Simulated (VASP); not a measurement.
# LiSi16 (a cell with a defect) in VASP: further runs

LiSi16 (a cell with a defect) is run at these levels: PBEsol; tasks: single point.

All numbers are computed with VASP 6.6.1; they aren't measurements. Logs are shortened: lines on timing, memory, paths and dates and some standing lists are left out, and cuts for length are marked.

## Step 1: The cell of the first run

The cell holds a defect, 17 atoms: a = 7.679 Å, b = 7.679 Å, c = 7.679 Å, α = 60.00°, β = 60.00°, γ = 60.00°.

## Step 2: Single point, PBEsol

INCAR

```
SYSTEM = LiSi16
PREC = Accurate ; ENCUT = 520
EDIFF = 1E-7 ; ISMEAR = 0
SIGMA = 0.02 ; LREAL = Auto
LASPH = .TRUE. ; NELM = 100
ALGO = Normal ; ISIF = 2
LWAVE = .FALSE. ; LCHARG = .TRUE.
GGA = PS ; LELF = .TRUE.
LVHAR = .TRUE. ; NBANDS = 48
NELECT = 66.0
```

KPOINTS

```
regular mesh
0
G
  2 2 2
  0 0 0
```

POSCAR

```
LiSi16
1.0
    0.0000000000      5.4300000000      5.4300000000
    5.4300000000      0.0000000000      5.4300000000
    5.4300000000      5.4300000000      0.0000000000
Si Li
16 1
Direct
   -0.0005680479      0.0004216390      0.0001704420
    0.1222140884      0.1230616022      0.1228424494
   -0.0024054328     -0.0016328729      0.5021080110
    0.1222082873      0.1230510129      0.6320749540
   -0.0024121547      0.5023302026     -0.0018373849
    0.1222011050      0.6323244936      0.1228200737
   -0.0024147330      0.5023206262      0.5020872928
    0.1270090239      0.6245184162      0.6243139963
    0.5014654696     -0.0016096685     -0.0018067219
    0.6313420810      0.1230901473      0.1228687845
    0.5014623389     -0.0016185083      0.5021245856
    0.6237431860      0.1277393186      0.6243393186
    0.5014568140      0.5023498158     -0.0018269797
    0.6237375691      0.6245373849      0.1275567219
    0.4995777164      0.5003106814      0.5001279926
    0.6237359116      0.6245296501      0.6243217311
    0.2494028545      0.2504448435      0.2501787293
```

Potentials or basis: VASP PAW PBE potentials, release 64 (Si, Li_sv).

Launch:

```bash
cat potpaw_PBE.64/Si/POTCAR potpaw_PBE.64/Li_sv/POTCAR > POTCAR
mpirun -np 1 vasp_std > vasp.out
```

OUTCAR:

```text
SYSTEM = LiSi16
   PREC = Accurate
   ENCUT = 520
   EDIFF = 1E-7
   ISMEAR = 0
   LREAL = Auto
   LASPH = .TRUE.
   NELM = 100
   ISIF = 2
   GGA = PS
   NELECT = 66.0

 ion  position               nearest neighbor table
   1  0.999  0.000  0.000-  10 2.31   2 2.31   4 2.31   6 2.31
   2  0.122  0.123  0.123-   1 2.31   9 2.38   3 2.38   5 2.38  17 2.39
   3  0.998  0.998  0.502-   8 2.34  12 2.34   4 2.38   2 2.38  17 2.74
   4  0.122  0.123  0.632-   1 2.31  11 2.38   3 2.38   7 2.38  17 2.39
   5  0.998  0.502  0.998-   8 2.34  14 2.34   6 2.38   2 2.38  17 2.74
   6  0.122  0.632  0.123-   1 2.31  13 2.38   5 2.38   7 2.38  17 2.39
   7  0.998  0.502  0.502-   8 2.34  16 2.34   6 2.38   4 2.38  17 2.74
   8  0.127  0.625  0.624-  15 2.34   7 2.34   3 2.34   5 2.34
   9  0.501  0.998  0.998-  14 2.34  12 2.34  10 2.38   2 2.38  17 2.74
  10  0.631  0.123  0.123-   1 2.31   9 2.38  11 2.38  13 2.38  17 2.39
  11  0.501  0.998  0.502-  16 2.34  12 2.34   4 2.38  10 2.38  17 2.74
  12  0.624  0.128  0.624-  15 2.34   3 2.34  11 2.34   9 2.34
  13  0.501  0.502  0.998-  16 2.34  14 2.34   6 2.38  10 2.38  17 2.74
  14  0.624  0.625  0.128-  15 2.34   5 2.34  13 2.34   9 2.34
  15  0.500  0.500  0.500-   8 2.34  16 2.34  14 2.34  12 2.34
  16  0.624  0.625  0.624-  15 2.34   7 2.34  13 2.34  11 2.34
  17  0.249  0.250  0.250-   6 2.39   4 2.39   2 2.39  10 2.39   7 2.74   5 2.74   3 2.74  13 2.74
                            11 2.74   9 2.74

  LATTYP: Found a face centered cubic cell.
 ALAT       =    10.8600000000

  Lattice vectors:

 A1 = (   0.0000000000,   5.4300000000,   5.4300000000)
 A2 = (   5.4300000000,   0.0000000000,   5.4300000000)
 A3 = (   5.4300000000,   5.4300000000,   0.0000000000)

Analysis of symmetry for initial positions (statically):
=====================================================================
 Subroutine PRICEL returns:
 Original cell was already a primitive cell.

 Routine SETGRP: Setting up the symmetry group for a
 face centered cubic supercell.

 Subroutine GETGRP returns: Found  1 space group operations
 (whereof  1 operations were pure point group operations)
 out of a pool of 48 trial point group operations.

The static configuration has the point symmetry C_1 .

Analysis of symmetry for dynamics (positions and initial velocities):
=====================================================================
 Subroutine PRICEL returns:
 Original cell was already a primitive cell.

 Routine SETGRP: Setting up the symmetry group for a
 face centered cubic supercell.

 Subroutine GETGRP returns: Found  1 space group operations
 (whereof  1 operations were pure point group operations)
 out of a pool of 48 trial point group operations.

The dynamic configuration has the point symmetry C_1 .

 Subroutine INISYM returns: Found  1 space group operations
 (whereof  1 operations are pure point group operations),
 and found     1 'primitive' translations

----------------------------------------------------------------------------------------

                                     Primitive cell

  volume of cell :     320.2060

  direct lattice vectors                    reciprocal lattice vectors
     0.000000000  5.430000000  5.430000000    -0.092081031  0.092081031  0.092081031
     5.430000000  0.000000000  5.430000000     0.092081031 -0.092081031  0.092081031
     5.430000000  5.430000000  0.000000000     0.092081031  0.092081031 -0.092081031

  length of vectors
     7.679179644  7.679179644  7.679179644     0.159489025  0.159489025  0.159489025

  position of ions in fractional coordinates (direct lattice)
     0.999431952  0.000421639  0.000170442
     0.122214088  0.123061602  0.122842449
     0.997594567  0.998367127  0.502108011
     0.122208287  0.123051013  0.632074954
     0.997587845  0.502330203  0.998162615
     0.122201105  0.632324494  0.122820074
[... 9 lines left out ...]
     0.623735912  0.624529650  0.624321731
     0.249402854  0.250444843  0.250178729

  ion indices of the primitive-cell ions
   primitive index   ion index
                 1           1
                 2           2
                 3           3
                 4           4
                 5           5
                 6           6
[... 9 lines left out ...]
                16          16
                17          17

----------------------------------------------------------------------------------------

 KPOINTS: regular mesh

Automatic generation of k-mesh.
 Grid dimensions read from file:
 generate k-points for:    2    2    2

 Generating k-lattice:

  Cartesian coordinates                     Fractional coordinates (reciprocal lattice)
    -0.046040516  0.046040516  0.046040516     0.500000000  0.000000000  0.000000000
     0.046040516 -0.046040516  0.046040516     0.000000000  0.500000000  0.000000000
     0.046040516  0.046040516 -0.046040516     0.000000000  0.000000000  0.500000000

  Length of vectors
     0.079744512  0.079744512  0.079744512

  Shift w.r.t. Gamma in fractional coordinates (k-lattice)
     0.000000000  0.000000000  0.000000000

 Subroutine IBZKPT returns following result:
 ===========================================

 Found      8 irreducible k-points:

 Following reciprocal coordinates:
            Coordinates               Weight
  0.000000  0.000000  0.000000      1.000000
  0.500000  0.000000  0.000000      1.000000
  0.000000  0.500000  0.000000      1.000000
  0.000000  0.000000  0.500000      1.000000
  0.500000  0.500000  0.500000      1.000000
  0.500000  0.500000  0.000000      1.000000
  0.000000  0.500000  0.500000      1.000000
  0.500000  0.000000  0.500000      1.000000
   k-points           NKPTS =      8   k-points in BZ     NKDIM =      8   number of bands    NBANDS=     48
   number of dos      NEDOS =    301   number of ions     NIONS =     17
   total plane-waves  NPLWV = 216000
   dimension x,y,z NGX =    60 NGY =   60 NGZ =   60
   dimension x,y,z NGXF=   120 NGYF=  120 NGZF=  120
   ions per type =              16   1
   NGX,Y,Z   is equivalent  to a cutoff of  12.99, 12.99, 12.99 a.u.
   NGXF,Y,Z  is equivalent  to a cutoff of  25.98, 25.98, 25.98 a.u.
 SYSTEM =  LiSi16
   PREC   = accura    normal or accurate (medium, high low for compatibility)
   ISTART =      0    job   : 0-new  1-cont  2-samecut
   ICHARG =      2    charge: 1-file 2-atom 10-const
   ISPIN  =      1    spin polarized calculation?
   LNONCOLLINEAR =      F non collinear calculations
   LSORBIT =      F    spin-orbit coupling
   LASPH  =      T    aspherical Exc in radial PAW
   ENCUT  =  520.0 eV  38.22 Ry    6.18 a.u.  14.28 14.28 14.28*2*pi/ulx,y,z
   NELM   =    100;   NELMIN=  2; NELMDL= -5     # of ELM steps
   EDIFF  = 0.1E-06   stopping-criterion for ELM
   LREAL  =      T    real-space projection
   EDIFFG = 0.1E-05   stopping-criterion for IOM
   NSW    =      0    number of steps for IOM
   IBRION =     -1    ionic relax: 0-MD 1-quasi-New 2-CG
   NFREE  =      0    steps in history (QN), initial steepest desc. (CG)
   ISIF   =      2    stress and relaxation
   ISYM   =      2    0-nonsym 1-usesym 2-fastsym
   POTIM  = 0.5000    time-step for ionic-motion
   TEBEG  =    0.0;   TEEND  =   0.0 temperature during run
   PSTRESS=    0.0 pullay stress
   NELECT =      66.0000    total number of electrons
   NUPDOWN=      -1.0000    fix difference up-down
   EMIN   =  10.00;   EMAX   =-10.00  energy-range for DOS
   EFERMI =   0.00;   METHOD = LEGACY
   ISMEAR =     0;   SIGMA  =   0.02  broadening in eV -4-tet -1-fermi 0-gaus
   EFERMI_NEDOS =   21; number of points for ismear=-14 and -15
   IALGO  =     38    algorithm
   IMIX   =      4    mixing-type and parameters
     AMIX     =   0.40;   BMIX     =  1.00
     AMIX_MAG =   1.60;   BMIX_MAG =  1.00
  volume/ion in A,a.u.               =      18.84       127.11
  Fermi-wavevector in a.u.,A,eV,Ry     =   0.967044  1.827449 12.723821  0.935174
  Thomas-Fermi vector in A             =   2.096897
   LORBIT       =      0    0 simple, 1 ext, 2 COOP (PROOUT), +10 PAW based schemes
   GGA     = PS    functional components
   LHFCALC =     F    Hartree Fock is set to
   AEXX    =    0.0000 exact exchange contribution
   IVDW    =     0    specifies the selected vdW correction
   LEPSILON=     F    determine dielectric tensor
   LRPA    =     F    only Hartree local field effects (RPA)
 non-spin polarized calculation
 Gauss-broadening in eV      SIGMA  =   0.02
  energy-cutoff  :      520.00
  volume of cell :      320.21
 maximum number of plane-waves:      8646
 NGX is ok and might be reduce to    60
   NGX = 29   NGY = 29   NGZ = 29

 number of electron      65.9999997 magnetization

 Free energy of the ion-electron system (eV)
  ---------------------------------------------------
  ext. energy  EPLUGINS =         0.00000000
  ---------------------------------------------------
  free energy    TOTEN  =       -98.75995372 eV

  energy without entropy =      -98.75995372  energy(sigma->0) =      -98.75995372

 E-fermi :   6.1150     XC(G=0):  -9.5855

 val. band max:        6.0064318448   @ k =   0.0000   0.0000   0.0000
 cond. band min:       6.5232728042   @ k =   0.0000   0.0000   0.0000
 fundamental gap:      0.5168409594
 Fermi energy:         6.1149606495

 k-point     1 :       0.0000    0.0000    0.0000
  band No.  band energies     occupation
      1     -39.7500      2.00000
      2      -5.9910      2.00000
      3      -3.7210      2.00000
      4      -3.6615      2.00000
      5      -3.6615      2.00000
      6      -3.6615      2.00000
[... 37 lines left out ...]
     44       8.2614      0.00000
     45       8.2616      0.00000

 k-point     2 :       0.5000    0.0000    0.0000
  band No.  band energies     occupation
      1     -39.7500      2.00000
      2      -5.2603      2.00000
      3      -5.1334      2.00000
      4      -3.4066      2.00000
      5      -3.3667      2.00000
      6      -3.3666      2.00000
[... 280 lines left out ...]
 k-point     8 :       0.5000    0.0000    0.5000
  band No.  band energies     occupation
      1     -39.7500      2.00000
      2      -4.9708      2.00000
      3      -4.8780      2.00000
      4      -3.9847      2.00000
      5      -3.9539      2.00000
      6      -3.9539      2.00000
[... 37 lines left out ...]
     44      10.1992      0.00000
     45      10.2820      0.00000
 [bands above 45 left out]

------------------------ aborting loop because EDIFF is reached ----------------------------------------

  FORCE on cell =-STRESS in cart. coord.  units (eV):
  Direction    XX          YY          ZZ          XY          YZ          ZX
  --------------------------------------------------------------------------------------
  -------------------------------------------------------------------------------------
  Total       -4.5334049     -4.5289972     -4.5269000      0.0008338     -0.0011570      0.0001119
  in kB      -22.6832672    -22.6612129    -22.6507193      0.0041718     -0.0057890      0.0005598
  external PRESSURE =     -22.6650665 kB  Pullay stress =       0.0000000 kB

 VOLUME and BASIS-vectors are now :
 -----------------------------------------------------------------------------
  energy-cutoff  :      520.00
  volume of cell :      320.21
      direct lattice vectors                 reciprocal lattice vectors
     0.000000000  5.430000000  5.430000000    -0.092081031  0.092081031  0.092081031
     5.430000000  0.000000000  5.430000000     0.092081031 -0.092081031  0.092081031
     5.430000000  5.430000000  0.000000000     0.092081031  0.092081031 -0.092081031

 POSITION                                       TOTAL-FORCE (eV/Angst)
 -----------------------------------------------------------------------------------
      0.00321      5.42784      5.42920        -0.002112      0.001542      0.000562
      1.33526      1.33066      1.33185        -0.004438     -0.004316     -0.004155
      8.14758      8.14338     10.83807         0.000097     -0.000640      0.001148
      4.10033      4.09576      1.33176         0.003843      0.004237     -0.004305
      8.14768     10.83692      8.14456         0.000498      0.000241     -0.000778
      4.10044      1.33047      4.09707         0.003704     -0.004318      0.004275
[... 9 lines left out ...]
      6.78126      6.77695      6.77808         0.001846      0.000824      0.001447
      2.71839      2.71273      2.71417        -0.002018      0.001652      0.000068
 -----------------------------------------------------------------------------------
    total drift:                               -0.003234      0.003483      0.001644

  FREE ENERGIE OF THE ION-ELECTRON SYSTEM (eV)
  ---------------------------------------------------
  free  energy   TOTEN  =       -98.7599537196 eV

  energy  without entropy=      -98.7599537196  energy(sigma->0) =      -98.75995372
```

Wall time 9.2 min (1 thread of Intel Xeon Platinum 8488C (Sapphire Rapids), shared host); peak memory 0.48 GiB.

What came out:

| Item | Value |
| --- | --- |
| Free energy | -98.7600 eV |
| Largest force | 0.008 eV/Å |

Forces in eV/Å, atoms in the order of the input:
```
Si  -0.002  0.002  0.001
Si  -0.004 -0.004 -0.004
Si   0.000 -0.001  0.001
Si   0.004  0.004 -0.004
Si   0.000  0.000 -0.001
Si   0.004 -0.004  0.004
Si   0.000  0.000 -0.001
Si   0.003 -0.002 -0.002
Si   0.003  0.001  0.001
Si  -0.004  0.005  0.004
Si   0.000 -0.001  0.001
Si   0.000  0.000 -0.001
Si   0.000  0.000 -0.001
Si  -0.001 -0.001  0.001
Si  -0.001  0.001  0.000
Si   0.002  0.001  0.001
Li  -0.002  0.002  0.000
```

Caveat: the k points lie up to 0.50 Å⁻¹ apart; the cell carries a net charge on a neutralising background, which shifts energy and pressure; the cell is charged against a uniform background, so pressure and absolute levels hang on convention; the cutoff is under 1.25 times the usual one of these potentials, so pressure, stress and relaxed cells hold a basis-set (Pulay) error; the PAW data sets were made with another functional, which shifts forces and pressure a little.

## Step 3: Single point, PBEsol

INCAR

```
SYSTEM = LiSi16
ALGO = Normal
EDIFF = 1E-6
ENCUT = 520
GGA = PS
ISIF = 2
ISMEAR = 0
LASPH = .TRUE.
LCHARG = .FALSE.
LREAL = Auto
LWAVE = .FALSE.
NBANDS = 48
NELECT = 66.0
NELM = 60
PREC = Accurate
SIGMA = 0.02
```

KPOINTS

```
k-points
0
G
  2 2 2
  0 0 0
```

POSCAR

```
LiSi16
1.0
    0.0000000000      5.4300000000      5.4300000000
    5.4300000000      0.0000000000      5.4300000000
    5.4300000000      5.4300000000      0.0000000000
Si Li
16 1
Direct
    0.0006488029     -0.0025755064      0.0009314917
    0.1226831492      0.1271498158      0.1230404236
   -0.0078609576      0.0026587477      0.5025821363
    0.1226803867      0.1271146409      0.6270643646
    0.0006179558      0.5010244015      0.0009026703
    0.1250890424      0.6249452118      0.1249956722
    0.0005842541      0.5009940147      0.4974860958
    0.1226753223      0.6232370166      0.6270302026
    0.5021487109      0.0023809392     -0.0068662063
    0.6267902394      0.1269723757      0.1230664825
    0.5020682320      0.0023083794      0.5022170350
    0.6241028545      0.1255505525      0.6250442910
    0.4976007366      0.5008629834      0.0007342541
    0.6267546041      0.6232700737      0.1230628913
    0.5019930939      0.4936684162      0.5021457643
    0.6267160221      0.6232703499      0.6268462247
    0.3725754144     -0.1236017495      0.3752010129
```

Potentials or basis: VASP PAW PBE potentials, release 64 (Si, Li_sv).

Launch:

```bash
cat potpaw_PBE.64/Si/POTCAR potpaw_PBE.64/Li_sv/POTCAR > POTCAR
mpirun -np 1 vasp_std > vasp.out
```

Run time: 7.2 min. Hardware: 1 thread of Intel Xeon Platinum 8488C (Sapphire Rapids), shared host; peak memory 0.47 GiB.

The run converged. Its results:

* Free energy: -98.7596 eV
* Largest force: 0.039 eV/Å

Forces in eV/Å, atoms in the order of the input:
```
Si   0.006 -0.006  0.009
Si   0.005  0.004 -0.004
Si   0.007 -0.010 -0.005
Si  -0.003 -0.005 -0.005
Si  -0.009 -0.005 -0.006
Si   0.001 -0.001 -0.001
Si   0.004  0.009 -0.005
Si   0.006 -0.006  0.002
Si   0.004 -0.013 -0.001
Si  -0.001 -0.001  0.001
Si   0.011 -0.005  0.001
Si  -0.003  0.005  0.002
Si  -0.003  0.004  0.003
Si  -0.003 -0.001  0.002
Si   0.000 -0.002 -0.010
Si   0.000  0.004  0.001
Li  -0.022  0.029  0.015
```

Levels at points of the mesh, in eV from the Fermi level:
| k point | band 29 | band 30 | band 31 | band 32 | band 33 | band 34 | band 35 | band 36 | band 37 | band 38 |
| --- | --- | --- | --- | --- | --- | --- | --- | --- | --- | --- |
| (0.00, 0.00, 0.00) | -1.34 | -1.34 | -0.21 | -0.21 | -0.20 | 0.31 | 0.31 | 0.31 | 0.38 | 0.38 |
| (0.50, 0.00, 0.00) | -2.33 | -1.03 | -1.03 | -0.94 | -0.94 | 0.89 | 1.08 | 1.09 | 1.27 | 1.27 |
| (0.00, 0.50, 0.00) | -2.33 | -1.03 | -1.03 | -0.94 | -0.94 | 0.90 | 1.08 | 1.08 | 1.28 | 1.28 |
| (0.00, 0.00, 0.50) | -2.33 | -1.03 | -1.03 | -0.94 | -0.94 | 0.89 | 1.08 | 1.08 | 1.27 | 1.28 |
| (0.50, 0.50, 0.50) | -2.33 | -1.03 | -1.03 | -0.94 | -0.94 | 0.90 | 1.08 | 1.08 | 1.28 | 1.28 |
| (0.50, 0.50, 0.00) | -2.13 | -1.58 | -1.58 | -1.53 | -1.49 | 0.76 | 0.83 | 1.90 | 2.02 | 2.02 |
| (0.00, 0.50, 0.50) | -2.13 | -1.58 | -1.58 | -1.53 | -1.49 | 0.76 | 0.83 | 1.90 | 2.02 | 2.02 |
| (0.50, 0.00, 0.50) | -2.13 | -1.58 | -1.58 | -1.53 | -1.49 | 0.76 | 0.83 | 1.90 | 2.02 | 2.02 |

Caveat: the k points lie up to 0.50 Å⁻¹ apart; the cell carries a net charge on a neutralising background, which shifts energy and pressure; the cell is charged against a uniform background, so pressure and absolute levels hang on convention; the cutoff is under 1.25 times the usual one of these potentials, so pressure, stress and relaxed cells hold a basis-set (Pulay) error; the PAW data sets were made with another functional, which shifts forces and pressure a little.
